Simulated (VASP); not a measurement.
# VO2 in VASP: notebook

The runs below take VO2 through relaxation of cell and atoms, relaxation of shape and atoms at fixed volume, single point, with PBE+U.

All numbers are computed with VASP 6.6.1; they aren't measurements. Logs are shortened: lines on timing, memory, paths and dates and some standing lists are left out, and cuts for length are marked.

### Step 1. The cell of the first run

The typed cell holds 6 atoms: a = 4.482 Å, b = 3.025 Å, c = 4.482 Å, α = 90.00°, β = 90.00°, γ = 90.00°.

### Step 2. Relaxation of cell and atoms, PBE+U, collinear spin, ferromagnetic start

INCAR

```
ALGO     = Normal         # electronic algorithm
EDIFF    = 1E-7           # SCF threshold, eV
EDIFFG   = -0.005         # ionic threshold
ENCUT    = 600            # plane-wave cutoff, eV
GGA      = PE             # functional
GGA_COMPAT= False        
IBRION   = 2              # ionic algorithm
ISIF     = 3              # what is computed and relaxed
ISMEAR   = 0              # smearing method
ISPIN    = 2              # spin polarisation
KPAR     = 4            
LASPH    = True           # aspherical terms in the spheres
LCHARG   = False          # write CHGCAR
LDAU     = True           # DFT+U
LDAUJ    = 0 0          
LDAUL    = 2 -1           # shell
LDAUPRINT= 1            
LDAUTYPE = 2            
LDAUU    = 3.25 0         # U, eV
LMAXMIX  = 4              # l up to which the mixer works
LORBIT   = 11             # projections on sites
LREAL    = False          # projectors in reciprocal space
LWAVE    = False          # write WAVECAR
MAGMOM   = 0.95 0.95 0 0 0 0 # initial moments
NELM     = 200            # most SCF steps
NELMIN   = 4            
NSW      = 100            # ionic steps
PREC     = Accurate       # precision mode
SIGMA    = 0.02           # smearing width, eV
```

KPOINTS

```
k-points
0
Gamma
  6 10 6
```

POSCAR

```
VO2
1.0
    4.4816785806      0.0000000000      0.0709859405
    0.0000000000      3.0248401682      0.0000000000
   -0.0707424136      0.0000000000      4.4819180180
V O
2 4
Direct
    0.0000000000      0.0000000000      0.0000000000
    0.5000000000      0.5000000000      0.5000000000
    0.7989522321      0.5000000000      0.2010596450
    0.2010477679      0.5000000000      0.7989403550
    0.7010461213      0.0000000000      0.7010532057
    0.2989538787      0.0000000000      0.2989467943
```

Potentials or basis: VASP PAW PBE potentials, release 64 (V_sv, O).

The run is started by

```console
> cat potpaw_PBE.64/V_sv/POTCAR potpaw_PBE.64/O/POTCAR > POTCAR
> mpirun -np 4 vasp_std > vasp.out
```

OUTCAR:

```text
EDIFF = 1E-7
   EDIFFG = -0.005
   ENCUT = 600
   GGA = PE
   IBRION = 2
   ISIF = 3
   ISMEAR = 0
   ISPIN = 2
   LASPH = True
   LORBIT = 11
   LREAL = False
   NELM = 200
   NELMIN = 4
   NSW = 100
   PREC = Accurate

 ion  position               nearest neighbor table
   1  0.000  0.000  0.000-   5 1.90   6 1.90   3 1.98   4 1.98   3 1.98   4 1.98
   2  0.500  0.500  0.500-   3 1.89   4 1.89   5 1.98   6 1.98   5 1.98   6 1.98
   3  0.799  0.500  0.201-   2 1.89   1 1.98   1 1.98
   4  0.201  0.500  0.799-   2 1.89   1 1.98   1 1.98
   5  0.701  0.000  0.701-   1 1.90   2 1.98   2 1.98
   6  0.299  0.000  0.299-   1 1.90   2 1.98   2 1.98

  LATTYP: Found a simple monoclinic cell.
 ALAT       =     4.4822407235
 B/A-ratio  =     0.6748500036
 C/A-ratio  =     1.0000525535
 COS(beta)  =    -0.0000551678

  Lattice vectors:

 A1 = (   4.4816785806,   0.0000000000,   0.0709859405)
 A2 = (   0.0000000000,  -3.0248401682,   0.0000000000)
 A3 = (   0.0707424136,   0.0000000000,  -4.4819180180)

Analysis of symmetry for initial positions (statically):
=====================================================================
 Subroutine PRICEL returns:
 Original cell was already a primitive cell.

 Routine SETGRP: Setting up the symmetry group for a
 simple monoclinic supercell.

 Subroutine GETGRP returns: Found  4 space group operations
 (whereof  4 operations were pure point group operations)
 out of a pool of  4 trial point group operations.

The static configuration has the point symmetry C_2h.

Analysis of symmetry for dynamics (positions and initial velocities):
=====================================================================
 Subroutine PRICEL returns:
 Original cell was already a primitive cell.

 Routine SETGRP: Setting up the symmetry group for a
 simple monoclinic supercell.

 Subroutine GETGRP returns: Found  4 space group operations
 (whereof  4 operations were pure point group operations)
 out of a pool of  4 trial point group operations.

The dynamic configuration has the point symmetry C_2h.

Analysis of structural, dynamic, and magnetic symmetry:
=====================================================================
 Subroutine PRICEL returns:
 Original cell was already a primitive cell.

 Routine SETGRP: Setting up the symmetry group for a
 simple monoclinic supercell.

 Subroutine GETGRP returns: Found  4 space group operations
 (whereof  4 operations were pure point group operations)
 out of a pool of  4 trial point group operations.

The overall configuration has the point symmetry C_2h.

 Subroutine INISYM returns: Found  4 space group operations
 (whereof  4 operations are pure point group operations),
 and found     1 'primitive' translations

----------------------------------------------------------------------------------------

                                     Primitive cell

  volume of cell :      60.7737

  direct lattice vectors                    reciprocal lattice vectors
     4.481678581  0.000000000  0.070985940     0.223074913  0.000000000  0.003521005
     0.000000000  3.024840168  0.000000000     0.000000000  0.330595980  0.000000000
    -0.070742414  0.000000000  4.481918018    -0.003533126  0.000000000  0.223062995

  length of vectors
[... 136 lines left out ...]

 Free energy of the ion-electron system (eV)
  ---------------------------------------------------
  ext. energy  EPLUGINS =         0.00000000
  ---------------------------------------------------
  free energy    TOTEN  =       -46.58472332 eV

  energy without entropy =      -46.58472332  energy(sigma->0) =      -46.58472332

------------------------ aborting loop because EDIFF is reached ----------------------------------------

  FORCE on cell =-STRESS in cart. coord.  units (eV):
  Direction    XX          YY          ZZ          XY          YZ          ZX
  --------------------------------------------------------------------------------------
  -------------------------------------------------------------------------------------
  Total        1.3226305      1.2464941      1.3189857      0.0000000      0.0000000     -0.0056647
  in kB       34.8685199     32.8613342     34.7724318      0.0000000      0.0000000     -0.1493398
  external PRESSURE =      34.1674286 kB  Pullay stress =       0.0000000 kB
[... 181 lines left out ...]
  FREE ENERGIE OF THE ION-ELECTRON SYSTEM (eV)
  ---------------------------------------------------
  free  energy   TOTEN  =       -46.5944267979 eV

  energy  without entropy=      -46.5944267979  energy(sigma->0) =      -46.59442680

atom =   1  type =  1  l = 2

 onsite density matrix

spin component  1

  0.2168 -0.0700  0.0000  0.0000  0.0000
 -0.0700  0.2124  0.0000  0.0000  0.0000
  0.0000  0.0000  0.3134 -0.1155  0.2533
  0.0000  0.0000 -0.1155  0.5373 -0.2231
  0.0000  0.0000  0.2533 -0.2231  0.6241

spin component  2

  0.1882 -0.0767  0.0000  0.0000  0.0000
 -0.0767  0.1834  0.0000  0.0000  0.0000
  0.0000  0.0000  0.1291  0.0598  0.0038
  0.0000  0.0000  0.0598  0.2270  0.0972
  0.0000  0.0000  0.0038  0.0972  0.1252

 occupancies and eigenvectors

  o =  0.0542  v =  0.0000  0.0000  0.0000  0.0000  0.0000  0.0000  0.0000 -0.4023  0.5505 -0.7315      0.0000  0.0000  0.0000  0.0000  0.0000  0.0000  0.0000  0.0000  0.0000  0.0000
  o =  0.1091  v =  0.0000  0.0000  0.0000  0.0000  0.0000 -0.6959 -0.7182  0.0000  0.0000  0.0000      0.0000  0.0000  0.0000  0.0000  0.0000  0.0000  0.0000  0.0000  0.0000  0.0000
  o =  0.1247  v =  0.0000  0.0000  0.0000  0.0000  0.0000  0.0000  0.0000  0.8656 -0.0316 -0.4998      0.0000  0.0000  0.0000  0.0000  0.0000  0.0000  0.0000  0.0000  0.0000  0.0000
  o =  0.1445  v = -0.6958 -0.7182  0.0000  0.0000  0.0000  0.0000  0.0000  0.0000  0.0000  0.0000      0.0000  0.0000  0.0000  0.0000  0.0000  0.0000  0.0000  0.0000  0.0000  0.0000
  o =  0.1714  v =  0.0000  0.0000  0.8656 -0.0316 -0.4998  0.0000  0.0000  0.0000  0.0000  0.0000      0.0000  0.0000  0.0000  0.0000  0.0000  0.0000  0.0000  0.0000  0.0000  0.0000
  o =  0.2626  v =  0.0000  0.0000  0.0000  0.0000  0.0000 -0.7182  0.6959  0.0000  0.0000  0.0000      0.0000  0.0000  0.0000  0.0000  0.0000  0.0000  0.0000  0.0000  0.0000  0.0000
  o =  0.2846  v = -0.7182  0.6958  0.0000  0.0000  0.0000  0.0000  0.0000  0.0000  0.0000  0.0000      0.0000  0.0000  0.0000  0.0000  0.0000  0.0000  0.0000  0.0000  0.0000  0.0000
  o =  0.3025  v =  0.0000  0.0000  0.0000  0.0000  0.0000  0.0000  0.0000 -0.2982 -0.8342 -0.4638      0.0000  0.0000  0.0000  0.0000  0.0000  0.0000  0.0000  0.0000  0.0000  0.0000
  o =  0.3759  v =  0.0000  0.0000 -0.2938 -0.8403 -0.4557  0.0000  0.0000  0.0000  0.0000  0.0000      0.0000  0.0000  0.0000  0.0000  0.0000  0.0000  0.0000  0.0000  0.0000  0.0000
  o =  0.9274  v =  0.0000  0.0000 -0.4056  0.5412 -0.7366  0.0000  0.0000  0.0000  0.0000  0.0000      0.0000  0.0000  0.0000  0.0000  0.0000  0.0000  0.0000  0.0000  0.0000  0.0000

atom =   2  type =  1  l = 2

 onsite density matrix

spin component  1

  0.2124  0.0700  0.0000  0.0000  0.0000
  0.0700  0.2168  0.0000  0.0000  0.0000
  0.0000  0.0000  0.3271  0.1355  0.2612
  0.0000  0.0000  0.1355  0.5373  0.2115
  0.0000  0.0000  0.2612  0.2115  0.6103

spin component  2

  0.1834  0.0767  0.0000  0.0000  0.0000
  0.0767  0.1882  0.0000  0.0000  0.0000
  0.0000  0.0000  0.1229 -0.0542  0.0002
  0.0000  0.0000 -0.0542  0.2270 -0.1004
  0.0000  0.0000  0.0002 -0.1004  0.1315

 occupancies and eigenvectors

  o =  0.0542  v =  0.0000  0.0000  0.0000  0.0000  0.0000  0.0000  0.0000  0.4324  0.5505  0.7141      0.0000  0.0000  0.0000  0.0000  0.0000  0.0000  0.0000  0.0000  0.0000  0.0000
  o =  0.1091  v =  0.0000  0.0000  0.0000  0.0000  0.0000 -0.7182  0.6958  0.0000  0.0000  0.0000      0.0000  0.0000  0.0000  0.0000  0.0000  0.0000  0.0000  0.0000  0.0000  0.0000
  o =  0.1247  v =  0.0000  0.0000  0.0000  0.0000  0.0000  0.0000  0.0000  0.8656 -0.0316 -0.4998      0.0000  0.0000  0.0000  0.0000  0.0000  0.0000  0.0000  0.0000  0.0000  0.0000
  o =  0.1445  v = -0.7182  0.6958  0.0000  0.0000  0.0000  0.0000  0.0000  0.0000  0.0000  0.0000      0.0000  0.0000  0.0000  0.0000  0.0000  0.0000  0.0000  0.0000  0.0000  0.0000
  o =  0.1714  v =  0.0000  0.0000  0.8656 -0.0317 -0.4998  0.0000  0.0000  0.0000  0.0000  0.0000      0.0000  0.0000  0.0000  0.0000  0.0000  0.0000  0.0000  0.0000  0.0000  0.0000
  o =  0.2626  v =  0.0000  0.0000  0.0000  0.0000  0.0000  0.6958  0.7182  0.0000  0.0000  0.0000      0.0000  0.0000  0.0000  0.0000  0.0000  0.0000  0.0000  0.0000  0.0000  0.0000
  o =  0.2846  v =  0.6958  0.7182  0.0000  0.0000  0.0000  0.0000  0.0000  0.0000  0.0000  0.0000      0.0000  0.0000  0.0000  0.0000  0.0000  0.0000  0.0000  0.0000  0.0000  0.0000
  o =  0.3025  v =  0.0000  0.0000  0.0000  0.0000  0.0000  0.0000  0.0000  0.2525 -0.8342  0.4902      0.0000  0.0000  0.0000  0.0000  0.0000  0.0000  0.0000  0.0000  0.0000  0.0000
  o =  0.3759  v =  0.0000  0.0000  0.2477 -0.8403  0.4822  0.0000  0.0000  0.0000  0.0000  0.0000      0.0000  0.0000  0.0000  0.0000  0.0000  0.0000  0.0000  0.0000  0.0000  0.0000
  o =  0.9274  v =  0.0000  0.0000 -0.4352 -0.5412 -0.7195  0.0000  0.0000  0.0000  0.0000  0.0000      0.0000  0.0000  0.0000  0.0000  0.0000  0.0000  0.0000  0.0000  0.0000  0.0000

--------------------------------------- Ionic step        6  -------------------------------------------

 number of electron      49.9999988 magnetization       1.9999993

 Free energy of the ion-electron system (eV)
  ---------------------------------------------------
  ext. energy  EPLUGINS =         0.00000000
  ---------------------------------------------------
  free energy    TOTEN  =       -46.59445100 eV

  energy without entropy =      -46.59445100  energy(sigma->0) =      -46.59445100

 E-fermi :   5.0839     XC(G=0): -11.5510

 val. band max:        4.8594161737   @ k =   0.0000   0.0000   0.0000
 cond. band min:       5.8114732846   @ k =   0.5000   0.5000   0.0000
 fundamental gap:      0.9520571109
 Fermi energy:         5.0838886665

 spin component 1

 k-point     1 :       0.0000    0.0000    0.0000
  band No.  band energies     occupation
      1     -60.7634      1.00000
      2     -60.7552      1.00000
      3     -34.7612      1.00000
      4     -34.7612      1.00000
      5     -34.4038      1.00000
      6     -34.3839      1.00000
[... 1660 lines left out ...]
  FREE ENERGIE OF THE ION-ELECTRON SYSTEM (eV)
  ---------------------------------------------------
  free  energy   TOTEN  =       -46.5944509995 eV

  energy  without entropy=      -46.5944509995  energy(sigma->0) =      -46.59445100

 reached required accuracy - stopping structural energy minimisation

 total charge

# of ion       s       p       d       tot
------------------------------------------
    1        2.278   6.316   2.726  11.321
    2        2.278   6.316   2.726  11.321
    3        1.565   3.487   0.000   5.053
    4        1.565   3.487   0.000   5.053
    5        1.565   3.487   0.000   5.053
    6        1.565   3.487   0.000   5.053
--------------------------------------------------
tot         10.817  26.582   5.453  42.852

 magnetization (x)

# of ion       s       p       d       tot
------------------------------------------
    1        0.014   0.013   1.049   1.075
    2        0.014   0.013   1.049   1.075
    3       -0.002  -0.049   0.000  -0.051
    4       -0.002  -0.049   0.000  -0.051
    5       -0.002  -0.049   0.000  -0.051
    6       -0.002  -0.049   0.000  -0.051
--------------------------------------------------
tot          0.021  -0.173   2.097   1.945
```

It took 5.7 min on 4 MPI ranks of Intel Xeon Platinum 8488C (Sapphire Rapids), shared host; peak memory 0.48 GiB.

Results:

- Free energy: -46.5945 eV
- Relaxed volume: 10.27 Å³/atom
- Relaxed cell: a = 4.507 Å, b = 3.035 Å, c = 4.507 Å, α = 90.00°, β = 90.00°, γ = 90.00°
- Space group after relaxing (to 0.1 Å): P4_2/mnm (No. 136)
- Energy gained by relaxing: 1.6 meV/atom
- Ionic steps: 6
- Pressure after relaxing: 0.1 GPa
- Band gap on the k mesh: 0.95 eV (least direct gap 1.19 eV)
- Net moment: 2.00 μB per cell
- Site moments: V +1.07; O -0.05 μB
- Valence electrons inside the program's atomic spheres: V 11.32; O 5.05

The path:
```
step  energy change (eV)  largest force (eV/Å)  pressure (GPa)  volume (Å³)
   1              0.0000                0.0511            3.42        60.77
   2              0.0025                0.0258           -3.70        62.69
   3             -0.0095                0.0367           -0.05        61.67
   4             -0.0095                0.0370            0.02        61.65
   5             -0.0097                0.0113            0.05        61.65
   6             -0.0097                0.0009            0.07        61.65
```

Final structure:
```
V O
1.0
     4.50596    0.00000    0.07123
     0.00000    3.03547    0.00000
    -0.07126    0.00000    4.50602
V O
2 4
Direct
  0.00000 0.00000 0.00000
  0.50000 0.50000 0.50000
  0.79949 0.50000 0.20052
  0.20051 0.50000 0.79948
  0.70051 0.00000 0.70052
  0.29949 0.00000 0.29948
```

Levels at points of the mesh, in eV from the valence-band top:
Spin up:
```csv
k point,band 22,band 23,band 24,band 25,band 26,band 27,band 28,band 29,band 30,band 31
"(0.00, 0.00, 0.00)",-1.04,-0.95,-0.54,-0.54,0.00,1.19,1.32,1.32,2.36,3.33
"(0.50, 0.00, 0.00)",-2.19,-0.83,-0.83,-0.60,-0.60,1.97,1.97,2.36,2.36,4.36
"(0.00, 0.50, 0.00)",-2.75,-1.59,-1.59,-0.80,-0.80,2.13,2.13,2.65,2.65,3.69
"(0.50, 0.50, 0.00)",-2.29,-1.12,-1.12,-0.81,-0.81,0.95,0.95,2.80,2.80,3.29
"(0.00, 0.00, 0.50)",-2.19,-0.83,-0.83,-0.60,-0.60,1.97,1.97,2.36,2.36,4.36
"(0.50, 0.00, 0.50)",-1.76,-1.41,-1.41,-1.32,-1.32,1.35,1.35,2.72,2.72,3.75
"(0.00, 0.50, 0.50)",-2.29,-1.12,-1.12,-0.81,-0.81,0.95,0.95,2.80,2.80,3.29
"(0.50, 0.50, 0.50)",-1.56,-0.80,-0.80,-0.71,-0.71,1.77,1.77,2.10,2.10,4.24
```
Spin down:
```tsv
k point	band 20	band 21	band 22	band 23	band 24	band 25	band 26	band 27	band 28	band 29
(0.00, 0.00, 0.00)	-2.66	-1.01	-0.65	-0.65	-0.15	2.06	2.11	2.11	2.71	2.72
(0.50, 0.00, 0.00)	-3.31	-2.14	-2.14	-0.90	-0.90	2.72	2.72	3.06	3.06	3.33
(0.00, 0.50, 0.00)	-2.92	-2.72	-2.72	-1.62	-1.62	2.83	2.83	3.27	3.27	3.78
(0.50, 0.50, 0.00)	-2.80	-2.13	-2.13	-1.23	-1.23	1.76	1.76	3.45	3.45	3.78
(0.00, 0.00, 0.50)	-3.31	-2.14	-2.14	-0.90	-0.90	2.72	2.72	3.06	3.06	3.33
(0.50, 0.00, 0.50)	-2.20	-1.80	-1.80	-1.47	-1.47	2.14	2.14	2.58	2.58	3.36
(0.00, 0.50, 0.50)	-2.80	-2.13	-2.13	-1.23	-1.23	1.76	1.76	3.45	3.45	3.78
(0.50, 0.50, 0.50)	-2.86	-1.55	-1.55	-0.78	-0.78	2.47	2.47	2.80	2.80	3.99
```

Eigenvalues of the final occupation matrices:
```csv
site,spin,trace,eigenvalues
site 1 d,1,1.90,0.14 0.17 0.28 0.38 0.93
site 1 d,2,0.85,0.05 0.11 0.12 0.26 0.30
site 2 d,1,1.90,0.14 0.17 0.28 0.38 0.93
site 2 d,2,0.85,0.05 0.11 0.12 0.26 0.30
```

(Continued in part 2 of 2.)
